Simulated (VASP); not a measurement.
# TePb (F-43m) in VASP: notebook, part 2 of 2

VASP 6.6.1.

### 3 Single point, r2SCAN

This run uses another cell than the first one, of 48.29 Å³/atom, 0.981 times its volume.

POSCAR reads:

```
TePb
1.0
    0.0000000000      3.6414940711      3.6414940711
    3.6414940711      0.0000000000      3.6414940711
    3.6414940711      3.6414940711      0.0000000000
Pb Te
1 1
Direct
    0.0000000000      0.0000000000      0.0000000000
    0.2500000000      0.2500000000      0.2500000000
```

INCAR.step1 reads:

```
PREC     = Accurate       # precision mode
ENCUT    = 520            # plane-wave cutoff, eV
ISMEAR   = -1             # smearing method
SIGMA    = 0.02           # smearing width, eV
LREAL    = False          # projectors in reciprocal space
LASPH    = True           # aspherical terms in the spheres
NELM     = 60             # most SCF steps
NBANDS   = 17             # bands
GGA      = PE             # functional
ALGO     = Normal         # electronic algorithm
EDIFF    = 1E-4           # SCF threshold, eV
LWAVE    = True           # write WAVECAR
LCHARG   = False          # write CHGCAR
```

INCAR.step2 reads:

```
PREC     = Accurate       # precision mode
ENCUT    = 520            # plane-wave cutoff, eV
EDIFF    = 1E-6           # SCF threshold, eV
ISMEAR   = -1             # smearing method
SIGMA    = 0.02           # smearing width, eV
LREAL    = False          # projectors in reciprocal space
LASPH    = True           # aspherical terms in the spheres
NELM     = 60             # most SCF steps
ALGO     = Normal         # electronic algorithm
ISIF     = 2              # what is computed and relaxed
LWAVE    = False          # write WAVECAR
LCHARG   = True           # write CHGCAR
METAGGA  = R2SCAN         # meta-GGA
LMIXTAU  = True         
LELF     = True           # ELF
LVHAR    = True         
NBANDS   = 17             # bands
ISTART   = 1
```

KPOINTS reads:

```
Automatic mesh
0
Gamma
  6 6 6
```

Potentials or basis: VASP PAW PBE potentials, release 64 (Pb_d, Te).

Run with:

```
$ cat potpaw_PBE.64/Pb_d/POTCAR potpaw_PBE.64/Te/POTCAR > POTCAR
$ cp INCAR.step1 INCAR
$ mpirun -np 1 vasp_std > vasp.out
$ cp INCAR.step2 INCAR
$ mpirun -np 1 vasp_std > vasp.out
```

OUTCAR:

```text
PREC = Accurate
   ENCUT = 520
   EDIFF = 1E-6
   ISMEAR = -1
   LREAL = False
   LASPH = True
   NELM = 60
   ISIF = 2
   METAGGA = R2SCAN
   ISTART = 1

 ion  position               nearest neighbor table
   1  0.000  0.000  0.000-   2 3.15   2 3.15   2 3.15   2 3.15
   2  0.250  0.250  0.250-   1 3.15   1 3.15   1 3.15   1 3.15

  LATTYP: Found a face centered cubic cell.
 ALAT       =     7.2829881422

  Lattice vectors:

 A1 = (   0.0000000000,   3.6414940711,   3.6414940711)
 A2 = (   3.6414940711,   0.0000000000,   3.6414940711)
 A3 = (   3.6414940711,   3.6414940711,   0.0000000000)

Analysis of symmetry for initial positions (statically):
=====================================================================
 Subroutine PRICEL returns:
 Original cell was already a primitive cell.

 Routine SETGRP: Setting up the symmetry group for a
 face centered cubic supercell.

 Subroutine GETGRP returns: Found 24 space group operations
[... 151 lines left out ...]
  ---------------------------------------------------
  free energy    TOTEN  =       -82.21294914 eV

  energy without entropy =      -82.21294914  energy(sigma->0) =      -82.21294914

 E-fermi :   2.8909     XC(G=0):  -7.9334

 val. band max:        2.4719257834   @ k =  -0.3333   0.5000   0.1667
 cond. band min:       3.3781560840   @ k =   0.5000   0.5000   0.0000
 fundamental gap:      0.9062303006
 Fermi energy:         2.8908541463

 k-point     1 :       0.0000    0.0000    0.0000
  band No.  band energies     occupation
      1     -14.9350      2.00000
      2     -14.9350      2.00000
      3     -14.9350      2.00000
      4     -14.9065      2.00000
      5     -14.9065      2.00000
      6      -9.2071      2.00000
[... 297 lines left out ...]
      4     -14.9085      2.00000
      5     -14.9045      2.00000
      6      -8.0566      2.00000
[... 9 lines left out ...]
     16      11.2521      0.00000
     17      11.5286      0.00000

------------------------ aborting loop because EDIFF is reached ----------------------------------------

  FORCE on cell =-STRESS in cart. coord.  units (eV):
  Direction    XX          YY          ZZ          XY          YZ          ZX
  --------------------------------------------------------------------------------------
  -------------------------------------------------------------------------------------
  Total        0.0055318      0.0055318      0.0055318     -0.0000000     -0.0000000     -0.0000000
  in kB        0.0917715      0.0917715      0.0917715     -0.0000000     -0.0000000     -0.0000000
  external PRESSURE =       0.0917715 kB  Pullay stress =       0.0000000 kB

 VOLUME and BASIS-vectors are now :
 -----------------------------------------------------------------------------
  energy-cutoff  :      520.00
  volume of cell :       96.58
      direct lattice vectors                 reciprocal lattice vectors
     0.000000000  3.641494071  3.641494071    -0.137306279  0.137306279  0.137306279
     3.641494071  0.000000000  3.641494071     0.137306279 -0.137306279  0.137306279
     3.641494071  3.641494071  0.000000000     0.137306279  0.137306279 -0.137306279

 POSITION                                       TOTAL-FORCE (eV/Angst)
 -----------------------------------------------------------------------------------
      0.00000      0.00000      0.00000        -0.000000     -0.000000     -0.000000
      1.82075      1.82075      1.82075         0.000000      0.000000      0.000000
 -----------------------------------------------------------------------------------
    total drift:                                0.000000      0.000000      0.000000

  FREE ENERGIE OF THE ION-ELECTRON SYSTEM (eV)
  ---------------------------------------------------
  free  energy   TOTEN  =       -82.2129491392 eV

  energy  without entropy=      -82.2129491392  energy(sigma->0) =      -82.21294914
```

OUTCAR.step1:

```text
PREC = Accurate
   ENCUT = 520
   ISMEAR = -1
   LREAL = False
   LASPH = True
[... 530 lines left out ...]
      0.00000      0.00000      0.00000        -0.000000      0.000000     -0.000000
      1.82075      1.82075      1.82075         0.000000     -0.000000      0.000000
 -----------------------------------------------------------------------------------
    total drift:                                0.000000      0.000000      0.000000

  FREE ENERGIE OF THE ION-ELECTRON SYSTEM (eV)
  ---------------------------------------------------
  free  energy   TOTEN  =        -7.1428352179 eV

  energy  without entropy=       -7.1428352175  energy(sigma->0) =       -7.14283522
```

OSZICAR.step1:

```text
N       E                     dE             d eps       ncg     rms          rms(c)
DAV:   1     0.155297005999E+03    0.15530E+03   -0.86770E+03   544   0.104E+03
DAV:   2     0.436341139153E+01   -0.15093E+03   -0.14639E+03   570   0.277E+02
DAV:   3    -0.702628630158E+01   -0.11390E+02   -0.11346E+02   753   0.847E+01
DAV:   4    -0.734673382713E+01   -0.32045E+00   -0.32034E+00   655   0.177E+01
DAV:   5    -0.735830269136E+01   -0.11569E-01   -0.11569E-01   776   0.275E+00    0.339E+00
DAV:   6    -0.714361518363E+01    0.21469E+00   -0.52315E-01   748   0.392E+00    0.210E+00
DAV:   7    -0.713795723436E+01    0.56579E-02   -0.12030E-01   579   0.135E+00    0.101E+00
DAV:   8    -0.714192679946E+01   -0.39696E-02   -0.13730E-02   614   0.101E+00    0.204E-01
DAV:   9    -0.714233407450E+01   -0.40728E-03   -0.31584E-03   610   0.411E-01    0.670E-02
DAV:  10    -0.714268937791E+01   -0.35530E-03   -0.64583E-04   598   0.134E-01    0.404E-02
DAV:  11    -0.714283207909E+01   -0.14270E-03   -0.22542E-04   553   0.680E-02    0.280E-02
DAV:  12    -0.714283521788E+01   -0.31388E-05   -0.77240E-06   474   0.235E-02
   1 F= -.71428352E+01 E0= -.71428352E+01  d E =-.404211E-09
```

Run time: 84 s. Hardware: 1 thread of Intel Xeon 6975P-C (Granite Rapids), shared host; peak memory 0.26 GiB.

What came out:

* Free energy: -82.2129 eV
* Pressure: 0.0 GPa
* Band gap on the k mesh: 0.91 eV, indirect (least direct gap 1.37 eV)

Caveat: the PAW data sets were made with another functional, which shifts forces and pressure a little; spin-orbit coupling is left out, which moves the levels of the heavy elements. A k mesh can miss the band edges.

### 4 Single point, r2SCAN

This run uses another cell than the first one, of 48.29 Å³/atom, 0.981 times its volume.

POSCAR is that of step 3.

INCAR.step1 reads:

```
PREC     = Accurate       # precision mode
ENCUT    = 520            # plane-wave cutoff, eV
ISMEAR   = 0              # smearing method
SIGMA    = 0.01           # smearing width, eV
LREAL    = False          # projectors in reciprocal space
LASPH    = True           # aspherical terms in the spheres
NELM     = 80             # most SCF steps
NBANDS   = 17             # bands
GGA      = PE             # functional
ALGO     = Normal         # electronic algorithm
EDIFF    = 1E-4           # SCF threshold, eV
LWAVE    = True           # write WAVECAR
LCHARG   = False          # write CHGCAR
```

INCAR.step2 reads:

```
PREC     = Accurate       # precision mode
ENCUT    = 520            # plane-wave cutoff, eV
EDIFF    = 1E-7           # SCF threshold, eV
ISMEAR   = 0              # smearing method
SIGMA    = 0.01           # smearing width, eV
LREAL    = False          # projectors in reciprocal space
LASPH    = True           # aspherical terms in the spheres
NELM     = 80             # most SCF steps
ALGO     = Normal         # electronic algorithm
ISIF     = 2              # what is computed and relaxed
LWAVE    = False          # write WAVECAR
LCHARG   = False          # write CHGCAR
METAGGA  = R2SCAN         # meta-GGA
LMIXTAU  = True         
NBANDS   = 17             # bands
ISTART   = 1
```

KPOINTS is that of step 3.

Run with:

```
$ cat potpaw_PBE.64/Pb_d/POTCAR potpaw_PBE.64/Te/POTCAR > POTCAR
$ cp INCAR.step1 INCAR
$ mpirun -np 1 vasp_std > vasp.out
$ cp INCAR.step2 INCAR
$ mpirun -np 1 vasp_std > vasp.out
```

Run time: 92 s. Hardware: 1 thread of Intel Xeon 6975P-C (Granite Rapids), shared host; peak memory 0.26 GiB.

It converged, with:

```
Free energy            : -82.2129 eV
Pressure               : 0.0 GPa
Band gap on the k mesh : 0.91 eV, indirect (least direct gap 1.37 eV)
```

Levels at points of the mesh, in eV from the valence-band top:
```csv
k point,band 8,band 9,band 10,band 11,band 12,band 13
"(0.00, 0.00, 0.00)",-1.40,-1.40,-1.40,1.87,1.87,1.87
"(0.50, 0.00, 0.00)",-1.97,-1.97,-1.81,2.70,2.70,4.16
"(0.50, 0.50, 0.00)",-2.66,-2.66,-0.46,0.91,4.87,4.87
```

Caveat: the PAW data sets were made with another functional, which shifts forces and pressure a little; spin-orbit coupling is left out, which moves the levels of the heavy elements.

### 5 Relaxation of cell and atoms, PBE

This run uses another cell than the first one, of 34.50 Å³/atom, 0.701 times its volume.

INCAR reads:

```
SYSTEM = TePb
PREC = Accurate ; ENCUT = 600
EDIFF = 1E-7 ; ISMEAR = -1
SIGMA = 0.02 ; LREAL = .False.
LASPH = .True. ; NELM = 80
ALGO = Normal ; ISIF = 3
LWAVE = .False. ; LCHARG = .False.
GGA = PE ; IBRION = 2
NSW = 80 ; EDIFFG = -0.005
```

KPOINTS reads:

```
regular mesh
0
Gamma
  6 6 6
  0 0 0
```

POSCAR reads:

```
TePb
1.0
    0.0000000000      3.2554472279      3.2554472279
    3.2554472279      0.0000000000      3.2554472279
    3.2554472279      3.2554472279      0.0000000000
Pb Te
1 1
Direct
    0.0000000000      0.0000000000      0.0000000000
    0.2500000000      0.2500000000      0.2500000000
```

Run with:

```
$ cat potpaw_PBE.64/Pb_d/POTCAR potpaw_PBE.64/Te/POTCAR > POTCAR
$ mpirun -np 1 vasp_std > vasp.out
```

It took 74 s on 1 thread of Intel Xeon 6975P-C (Granite Rapids), shared host; peak memory 0.25 GiB.

Results (log left out):

```
Free energy                            : -7.1419 eV
Relaxed volume                         : 49.31 Å³/atom
Relaxed cell                           : a = 5.186 Å, b = 5.186 Å, c = 5.186 Å, α = 60.00°, β = 60.00°, γ = 60.00°
Space group after relaxing (to 0.05 Å) : F-43m (No. 216)
Energy gained by relaxing              : 623.0 meV/atom
Ionic steps                            : 5
Pressure after relaxing                : 0.0 GPa
Band gap on the k mesh                 : 0.78 eV, indirect (least direct gap 1.20 eV)
```

Step by step:
| step | energy change (eV) | largest force (eV/Å) | pressure (GPa) | volume (Å³) |
| --- | --- | --- | --- | --- |
| 1 | 0.0000 | 0.0000 | 18.20 | 69.00 |
| 2 | -1.0706 | 0.0000 | -2.80 | 116.02 |
| 3 | -1.2457 | 0.0000 | 0.18 | 97.92 |
| 4 | -1.2460 | 0.0000 | -0.04 | 98.79 |
| 5 | -1.2460 | 0.0000 | 0.00 | 98.63 |

Final structure:
```
Pb Te
1.0
     0.00000    3.66711    3.66711
     3.66711    0.00000    3.66711
     3.66711    3.66711    0.00000
Pb Te
1 1
Direct
  0.00000 0.00000 0.00000
  0.25000 0.25000 0.25000
```

Levels at points of the mesh, in eV from the valence-band top:
| k point | band 6 | band 7 | band 8 | band 9 | band 10 | band 11 | band 12 | band 13 | band 14 |
| --- | --- | --- | --- | --- | --- | --- | --- | --- | --- |
| (0.00, 0.00, 0.00) | -11.12 | -6.14 | -1.26 | -1.26 | -1.26 | 1.69 | 1.69 | 1.69 | 4.27 |
| (0.50, 0.00, 0.00) | -10.44 | -7.67 | -1.79 | -1.79 | -1.74 | 2.49 | 2.49 | 3.80 | 5.97 |
| (0.50, 0.50, 0.00) | -10.09 | -8.15 | -2.44 | -2.44 | -0.42 | 0.78 | 4.47 | 4.47 | 5.80 |

Caveat: the volume moved by over 15 % at a fixed basis, so the end points are rough; spin-orbit coupling is left out, which moves the levels of the heavy elements.

### 6 Summary

```csv
task,level,cell,cutoff (eV),smearing,gap on the mesh (eV),pressure (GPa)
single point,PBE,"a = 5.184 Å, angles 60.0°, 2 atoms",520,fermi-dirac 0.02 eV,0.77,0.0
single point,r2SCAN,"a = 5.150 Å, angles 60.0°, 2 atoms",520,fermi-dirac 0.02 eV,0.91,0.0
single point,r2SCAN,"a = 5.150 Å, angles 60.0°, 2 atoms",520,gaussian 0.01 eV,0.91,0.0
relaxation of cell and atoms,PBE,"relaxed from a = 4.604 Å, angles 60.0°, 2 atoms",600,fermi-dirac 0.02 eV,0.78,0.0
```

Alike in all rows: potentials or basis VASP PAW PBE potentials, release 64 (Pb_d, Te); no spin polarisation; k mesh 6 × 6 × 6.

Caveats: spin-orbit coupling is left out, which moves the levels of the heavy elements; the PAW data sets were made with another functional, which shifts forces and pressure a little (some runs); the volume moved by over 15 % at a fixed basis, so the end points are rough (some runs).

Total energies depend on the potentials used, so only differences within one code and one set of settings carry meaning.
